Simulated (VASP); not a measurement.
# C (C2/m) in VASP: a series of runs

The runs below take C through single point, with LDA, PBEsol.

Everything below comes from runs of VASP 6.6.1. Logs are shortened: lines on timing, memory, paths and dates and some standing lists are left out, and cuts for length are marked.

### 1 The cell of the first run

It takes space group C2/m (No. 12, monoclinic). Conventional cell: a = 4.168 Å, b = 2.406 Å, c = 3.688 Å, α = 90.00°, β = 111.49°, γ = 90.00°. Within 1.9 Å of C (site symmetry m) lie 3 C at 1.39 Å.

### 2 Single point, LDA

Contents of INCAR:

```
SYSTEM = C
  ALGO = Normal
  EDIFF = 1E-6
  ENCUT = 520
  ISIF = 2
  ISMEAR = -1
  LASPH = .True.
  LCHARG = .False.
  LREAL = .False.
  LWAVE = .False.
  NBANDS = 11
  NELM = 100
  PREC = Accurate
  SIGMA = 0.05
```

Contents of KPOINTS:

```
k-points
0
Gamma
  13 13 8
  0 0 0
```

Contents of POSCAR:

```
C
1.0
    2.0838934217     -1.2032084158      0.0000000000
    2.0838934217      1.2032084158      0.0000000000
   -1.3509174534      0.0000000000      3.4313236862
C
2
Direct
    0.1666444700      0.1666444700      0.9999069600
    0.8333555300      0.8333555300      0.0000930400
```

Potentials or basis: VASP PAW LDA potentials, release 64 (C).

Launch:

```bash
cat potpaw_LDA.64/C/POTCAR > POTCAR
mpirun -np 1 vasp_std > vasp.out
```

OUTCAR:

```text
SYSTEM = C
   EDIFF = 1E-6
   ENCUT = 520
   ISIF = 2
   ISMEAR = -1
   LASPH = .True.
   LREAL = .False.
   NELM = 100
   PREC = Accurate

 ion  position               nearest neighbor table
   1  0.167  0.167  1.000-   2 1.39   2 1.39   2 1.39
   2  0.833  0.833  0.000-   1 1.39   1 1.39   1 1.39

  LATTYP: Found a base centered monoclinic cell.
 ALAT       =     4.1677868434
 B/A-ratio  =     0.5773848141
 C/A-ratio  =     0.8848045598
 COS(beta)  =    -0.3663329314

  Lattice vectors:

 A1 = (   2.0838934217,  -1.2032084158,   0.0000000000)
 A2 = (   2.0838934217,   1.2032084158,   0.0000000000)
 A3 = (  -1.3509174534,   0.0000000000,   3.4313236862)

Analysis of symmetry for initial positions (statically):
=====================================================================
 Subroutine PRICEL returns:
 Original cell was already a primitive cell.

 Routine SETGRP: Setting up the symmetry group for a
 base centered monoclinic supercell.

 Subroutine GETGRP returns: Found  4 space group operations
 (whereof  4 operations were pure point group operations)
 out of a pool of  4 trial point group operations.

The static configuration has the point symmetry C_2h.

Analysis of symmetry for dynamics (positions and initial velocities):
=====================================================================
 Subroutine PRICEL returns:
 Original cell was already a primitive cell.

 Routine SETGRP: Setting up the symmetry group for a
 base centered monoclinic supercell.

 Subroutine GETGRP returns: Found  4 space group operations
 (whereof  4 operations were pure point group operations)
 out of a pool of  4 trial point group operations.

The dynamic configuration has the point symmetry C_2h.

 Subroutine INISYM returns: Found  4 space group operations
 (whereof  4 operations are pure point group operations),
 and found     1 'primitive' translations

----------------------------------------------------------------------------------------

                                     Primitive cell

  volume of cell :      17.2071

  direct lattice vectors                    reciprocal lattice vectors
     2.083893422 -1.203208416  0.000000000     0.239935495 -0.415555604  0.094462976
     2.083893422  1.203208416  0.000000000     0.239935495  0.415555604  0.094462976
    -1.350917453  0.000000000  3.431323686     0.000000000  0.000000000  0.291432721

  length of vectors
     2.406308851  2.406308851  3.687676803     0.489059051  0.489059051  0.291432721

  position of ions in fractional coordinates (direct lattice)
     0.166644470  0.166644470  0.999906960
     0.833355530  0.833355530  0.000093040

  ion indices of the primitive-cell ions
   primitive index   ion index
                 1           1
                 2           2

----------------------------------------------------------------------------------------

 KPOINTS: k-points

Automatic generation of k-mesh.
 Grid dimensions read from file:
 generate k-points for:   13   13    8

 Generating k-lattice:

  Cartesian coordinates                     Fractional coordinates (reciprocal lattice)
     0.018456577 -0.031965816  0.007266383     0.076923077  0.000000000 -0.000000000
     0.018456577  0.031965816  0.007266383     0.000000000  0.076923077 -0.000000000
     0.000000000  0.000000000  0.036429090     0.000000000  0.000000000  0.125000000

  Length of vectors
     0.037619927  0.037619927  0.036429090

  Shift w.r.t. Gamma in fractional coordinates (k-lattice)
     0.000000000  0.000000000  0.000000000

 Subroutine IBZKPT returns following result:
 ===========================================

 Found    371 irreducible k-points:

 Following reciprocal coordinates:
            Coordinates               Weight
  0.000000  0.000000  0.000000      1.000000
  0.076923  0.000000  0.000000      4.000000
  0.153846  0.000000  0.000000      4.000000
  0.230769  0.000000  0.000000      4.000000
  0.307692  0.000000  0.000000      4.000000
  0.384615 -0.000000  0.000000      4.000000
[... 16 lines left out ...]
  0.384615  0.153846  0.000000      4.000000
  0.461538  0.153846  0.000000      4.000000
 [... further k-points ...]
   k-points           NKPTS =    371   k-points in BZ     NKDIM =    371   number of bands    NBANDS=     11
   number of dos      NEDOS =    301   number of ions     NIONS =      2
   total plane-waves  NPLWV =   9072
   dimension x,y,z NGX =    18 NGY =   18 NGZ =   28
   dimension x,y,z NGXF=    36 NGYF=   36 NGZF=   56
   ions per type =               2
   NGX,Y,Z   is equivalent  to a cutoff of  12.44, 12.44, 12.62 a.u.
   NGXF,Y,Z  is equivalent  to a cutoff of  24.87, 24.87, 25.25 a.u.
 SYSTEM =  C
   PREC   = accura    normal or accurate (medium, high low for compatibility)
   ISTART =      0    job   : 0-new  1-cont  2-samecut
   ICHARG =      2    charge: 1-file 2-atom 10-const
   ISPIN  =      1    spin polarized calculation?
   LNONCOLLINEAR =      F non collinear calculations
   LSORBIT =      F    spin-orbit coupling
   LASPH  =      T    aspherical Exc in radial PAW
   ENCUT  =  520.0 eV  38.22 Ry    6.18 a.u.   4.47  4.47  6.86*2*pi/ulx,y,z
   NELM   =    100;   NELMIN=  2; NELMDL= -5     # of ELM steps
   EDIFF  = 0.1E-05   stopping-criterion for ELM
   LREAL  =      F    real-space projection
   EDIFFG = 0.1E-04   stopping-criterion for IOM
   NSW    =      0    number of steps for IOM
   IBRION =     -1    ionic relax: 0-MD 1-quasi-New 2-CG
   NFREE  =      0    steps in history (QN), initial steepest desc. (CG)
   ISIF   =      2    stress and relaxation
   ISYM   =      2    0-nonsym 1-usesym 2-fastsym
   POTIM  = 0.5000    time-step for ionic-motion
   TEBEG  =    0.0;   TEEND  =   0.0 temperature during run
   PSTRESS=    0.0 pullay stress
   NELECT =       8.0000    total number of electrons
   NUPDOWN=      -1.0000    fix difference up-down
   EMIN   =  10.00;   EMAX   =-10.00  energy-range for DOS
   EFERMI =   0.00;   METHOD = LEGACY
   ISMEAR =    -1;   SIGMA  =   0.05  broadening in eV -4-tet -1-fermi 0-gaus
   EFERMI_NEDOS =   21; number of points for ismear=-14 and -15
   IALGO  =     38    algorithm
   IMIX   =      4    mixing-type and parameters
     AMIX     =   0.40;   BMIX     =  1.00
     AMIX_MAG =   1.60;   BMIX_MAG =  1.00
  volume/ion in A,a.u.               =       8.60        58.06
  Fermi-wavevector in a.u.,A,eV,Ry     =   1.268242  2.396630 21.884126  1.608438
  Thomas-Fermi vector in A             =   2.401347
   LORBIT       =      0    0 simple, 1 ext, 2 COOP (PROOUT), +10 PAW based schemes
   GGA     = CA    functional components
   LHFCALC =     F    Hartree Fock is set to
   AEXX    =    0.0000 exact exchange contribution
   IVDW    =     0    specifies the selected vdW correction
   LEPSILON=     F    determine dielectric tensor
   LRPA    =     F    only Hartree local field effects (RPA)
 non-spin polarized calculation
  energy-cutoff  :      520.00
  volume of cell :       17.21
 maximum number of plane-waves:       478
 NGX is ok and might be reduce to    18
   NGX =  9   NGY =  9   NGZ = 13

 number of electron       8.0000002 magnetization

 Free energy of the ion-electron system (eV)
  ---------------------------------------------------
  ext. energy  EPLUGINS =         0.00000000
  ---------------------------------------------------
  free energy    TOTEN  =       -20.18191555 eV

  energy without entropy =      -20.18191439  energy(sigma->0) =      -20.18191497

 E-fermi :   4.8610     XC(G=0): -10.7517

 val. band max:        4.4195637133   @ k =  -0.3077   0.3077   0.0000
 cond. band min:       5.3381154344   @ k =  -0.3077   0.3846   0.3750
 fundamental gap:      0.9185517211
 Fermi energy:         4.8610379082

 k-point     1 :       0.0000    0.0000    0.0000
  band No.  band energies     occupation
      1     -15.1955      2.00000
      2      -2.3894      2.00000
      3       1.8274      2.00000
      4       1.8311      2.00000
      5       8.1984      0.00000
      6      13.5978      0.00000
      7      13.6005      0.00000
      8      16.9716      0.00000
      9      19.4125      0.00000
     10      28.1320      0.00000
     11      29.4996      0.00000

 k-point     2 :       0.0769    0.0000    0.0000
  band No.  band energies     occupation
      1     -15.0479      2.00000
      2      -2.2312      2.00000
      3       1.2677      2.00000
      4       1.5178      2.00000
      5       8.4071      0.00000
      6      13.6873      0.00000
      7      14.2351      0.00000
      8      16.4374      0.00000
      9      19.6195      0.00000
     10      28.5877      0.00000
     11      28.8841      0.00000

 k-point     3 :       0.1538    0.0000    0.0000
  band No.  band energies     occupation
      1     -14.6064      2.00000
      2      -1.7594      2.00000
      3      -0.1870      2.00000
      4       0.7658      2.00000
      5       9.0334      0.00000
      6      13.7756      0.00000
      7      15.0105      0.00000
      8      15.9413      0.00000
      9      20.2605      0.00000
     10      26.9233      0.00000
     11      29.7517      0.00000

 k-point     4 :       0.2308    0.0000    0.0000
  band No.  band energies     occupation
      1     -13.8756      2.00000
      2      -2.1194      2.00000
      3      -0.9841      2.00000
      4      -0.1054      2.00000
      5      10.0654      0.00000
      6      13.0070      0.00000
      7      13.7270      0.00000
      8      18.3453      0.00000
      9      21.1209      0.00000
     10      24.9190      0.00000
     11      28.1891      0.00000
[... 239 lines left out ...]
 k-point    22 :       0.3077    0.1538    0.0000
  band No.  band energies     occupation
      1     -13.4111      2.00000
      2      -2.4427      2.00000
      3      -1.3534      2.00000
      4      -0.7757      2.00000
      5      11.2756      0.00000
      6      12.0892      0.00000
      7      15.1525      0.00000
      8      17.3020      0.00000
      9      22.2401      0.00000
     10      23.0671      0.00000
     11      29.0130      0.00000

 k-point    23 :       0.3846    0.1538    0.0000
  band No.  band energies     occupation
      1     -12.4036      2.00000
      2      -4.1238      2.00000
      3      -2.3876      2.00000
      4       0.2456      2.00000
      5      10.2795      0.00000
      6      12.7413      0.00000
      7      15.6463      0.00000
      8      18.3206      0.00000
      9      20.6287      0.00000
     10      24.0623      0.00000
     11      27.7325      0.00000

 k-point    24 :       0.4615    0.1538    0.0000
  band No.  band energies     occupation
      1     -11.1384      2.00000
      2      -6.0294      2.00000
      3      -3.0244      2.00000
      4       1.5033      2.00000
      5       8.4421      0.00000
      6      14.3773      0.00000
      7      15.6332      0.00000
      8      18.6054      0.00000
      9      20.0487      0.00000
     10      23.8048      0.00000
     11      28.4858      0.00000

 [... further k-points ...]
[... 5 lines left out ...]
  --------------------------------------------------------------------------------------
  -------------------------------------------------------------------------------------
  Total        2.4590208      2.4505846     -0.0906334      0.0000000      0.0000000     -0.0041914
  in kB      228.9626975    228.1771916     -8.4389988      0.0000000      0.0000000     -0.3902645
  external PRESSURE =     149.5669634 kB  Pullay stress =       0.0000000 kB

 VOLUME and BASIS-vectors are now :
 -----------------------------------------------------------------------------
  energy-cutoff  :      520.00
  volume of cell :       17.21
      direct lattice vectors                 reciprocal lattice vectors
     2.083893422 -1.203208416  0.000000000     0.239935495 -0.415555604  0.094462976
     2.083893422  1.203208416  0.000000000     0.239935495  0.415555604  0.094462976
    -1.350917453  0.000000000  3.431323686     0.000000000  0.000000000  0.291432721

 POSITION                                       TOTAL-FORCE (eV/Angst)
 -----------------------------------------------------------------------------------
     -0.65625      0.00000      3.43100        -0.002443      0.000000      0.001706
      3.47312      0.00000      0.00032         0.002443      0.000000     -0.001706
 -----------------------------------------------------------------------------------
    total drift:                               -0.000000     -0.000000      0.000000

  FREE ENERGIE OF THE ION-ELECTRON SYSTEM (eV)
  ---------------------------------------------------
  free  energy   TOTEN  =       -20.1819155456 eV

  energy  without entropy=      -20.1819143910  energy(sigma->0) =      -20.18191497
```

Run time: 37 s. Hardware: 1 thread of Intel Xeon 6975P-C, shared host; peak memory 0.16 GiB.

What came out:

```
Free energy            : -20.1819 eV
Pressure               : 15.0 GPa
Band gap on the k mesh : 0.92 eV, indirect (least direct gap 0.93 eV)
```

Forces on the atoms (eV/Å):
```
C   -0.002  0.000  0.002
C    0.002  0.000 -0.002
```

Levels at points of the mesh, in eV from the valence-band top:
| k point | band 1 | band 2 | band 3 | band 4 | band 5 | band 6 | band 7 | band 8 |
| --- | --- | --- | --- | --- | --- | --- | --- | --- |
| (0.00, 0.00, 0.00) | -19.62 | -6.81 | -2.59 | -2.59 | 3.78 | 9.18 | 9.18 | 12.55 |
| (0.00, 0.00, 0.50) | -19.35 | -8.60 | -2.60 | -2.60 | 9.14 | 9.14 | 9.71 | 12.72 |

### 3 Single point, PBEsol

Contents of INCAR:

```
SYSTEM = C
  PREC = Accurate
  ENCUT = 520
  EDIFF = 1E-6
  ISMEAR = -1
  SIGMA = 0.05
  LREAL = .False.
  LASPH = .True.
  NELM = 80
  ALGO = Normal
  ISIF = 2
  LWAVE = .False.
  LCHARG = .False.
  GGA = PS
  NBANDS = 11
```

Contents of KPOINTS:

```
Automatic mesh
0
Gamma
  13 13 8
  0 0 0
```

POSCAR is that of step 2.

Potentials or basis: VASP PAW PBE potentials, release 64 (C).

Launch:

```bash
cat potpaw_PBE.64/C/POTCAR > POTCAR
mpirun -np 1 vasp_std > vasp.out
```

OUTCAR:

```text
SYSTEM = C
   PREC = Accurate
   ENCUT = 520
   EDIFF = 1E-6
   ISMEAR = -1
   LREAL = .False.
   LASPH = .True.
   NELM = 80
   ISIF = 2
   GGA = PS

 ion  position               nearest neighbor table
   1  0.167  0.167  1.000-   2 1.39   2 1.39   2 1.39
   2  0.833  0.833  0.000-   1 1.39   1 1.39   1 1.39

  LATTYP: Found a base centered monoclinic cell.
 ALAT       =     4.1677868434
 B/A-ratio  =     0.5773848141
 C/A-ratio  =     0.8848045598
 COS(beta)  =    -0.3663329314

  Lattice vectors:

 A1 = (   2.0838934217,  -1.2032084158,   0.0000000000)
 A2 = (   2.0838934217,   1.2032084158,   0.0000000000)
 A3 = (  -1.3509174534,   0.0000000000,   3.4313236862)

Analysis of symmetry for initial positions (statically):
=====================================================================
 Subroutine PRICEL returns:
 Original cell was already a primitive cell.

 Routine SETGRP: Setting up the symmetry group for a
 base centered monoclinic supercell.

 Subroutine GETGRP returns: Found  4 space group operations
 (whereof  4 operations were pure point group operations)
 out of a pool of  4 trial point group operations.
[... 166 lines left out ...]
 cond. band min:       5.3929272573   @ k =  -0.3077   0.3846   0.3750
 fundamental gap:      0.9357571538
 Fermi energy:         4.9075332776

 k-point     1 :       0.0000    0.0000    0.0000
  band No.  band energies     occupation
      1     -15.3376      2.00000
      2      -2.3755      2.00000
      3       1.9050      2.00000
      4       1.9087      2.00000
      5       8.4314      0.00000
      6      13.6640      0.00000
      7      13.6667      0.00000
      8      17.1449      0.00000
      9      19.2666      0.00000
     10      28.1946      0.00000
     11      29.8201      0.00000
[... 309 lines left out ...]
 k-point    24 :       0.4615    0.1538    0.0000
  band No.  band energies     occupation
      1     -11.2558      2.00000
      2      -6.0854      2.00000
      3      -3.0057      2.00000
      4       1.5403      2.00000
      5       8.5078      0.00000
      6      14.6048      0.00000
      7      15.6467      0.00000
      8      18.7948      0.00000
      9      20.1680      0.00000
     10      23.9799      0.00000
     11      28.7354      0.00000

 [... further k-points ...]
[... 5 lines left out ...]
  --------------------------------------------------------------------------------------
  -------------------------------------------------------------------------------------
  Total        3.2473820      3.2391325      0.0839923      0.0000000      0.0000000     -0.0041185
  in kB      302.3680599    301.5999383      7.8206386      0.0000000      0.0000000     -0.3834825
  external PRESSURE =     203.9295456 kB  Pullay stress =       0.0000000 kB

 VOLUME and BASIS-vectors are now :
 -----------------------------------------------------------------------------
  energy-cutoff  :      520.00
  volume of cell :       17.21
      direct lattice vectors                 reciprocal lattice vectors
     2.083893422 -1.203208416  0.000000000     0.239935495 -0.415555604  0.094462976
     2.083893422  1.203208416  0.000000000     0.239935495  0.415555604  0.094462976
    -1.350917453  0.000000000  3.431323686     0.000000000  0.000000000  0.291432721

 POSITION                                       TOTAL-FORCE (eV/Angst)
 -----------------------------------------------------------------------------------
     -0.65625      0.00000      3.43100        -0.002390      0.000000      0.003154
      3.47312      0.00000      0.00032         0.002390      0.000000     -0.003154
 -----------------------------------------------------------------------------------
    total drift:                               -0.000000     -0.000000      0.000000

  FREE ENERGIE OF THE ION-ELECTRON SYSTEM (eV)
  ---------------------------------------------------
  free  energy   TOTEN  =       -19.2172168621 eV

  energy  without entropy=      -19.2172158658  energy(sigma->0) =      -19.21721636
```

Run time: 30 s. Hardware: 1 thread of Intel Xeon 6975P-C, shared host; peak memory 0.16 GiB.

Results:

```
Free energy            : -19.2172 eV
Pressure               : 20.4 GPa
Largest force          : 0.004 eV/Å
Band gap on the k mesh : 0.94 eV, indirect (least direct gap 0.95 eV)
```

Forces in eV/Å, atoms in the order of the input:
```
C   -0.002  0.000  0.003
C    0.002  0.000 -0.003
```

Stress tensor (GPa, compression positive):
```
30.24  0.00 -0.04
 0.00 30.16  0.00
-0.04  0.00  0.78
```

Levels at points of the mesh, in eV from the valence-band top:
```csv
k point,band 1,band 2,band 3,band 4,band 5,band 6,band 7,band 8
"(0.00, 0.00, 0.00)",-19.79,-6.83,-2.55,-2.55,3.97,9.21,9.21,12.69
"(0.00, 0.00, 0.50)",-19.54,-8.58,-2.56,-2.56,9.17,9.17,9.95,12.86
```

Caveat: the PAW data sets were made with another functional, which shifts forces and pressure a little; this functional lacks dispersion, which binds the layers, so the pressure and a relaxed spacing across them are unreliable. A k mesh can miss the band edges.
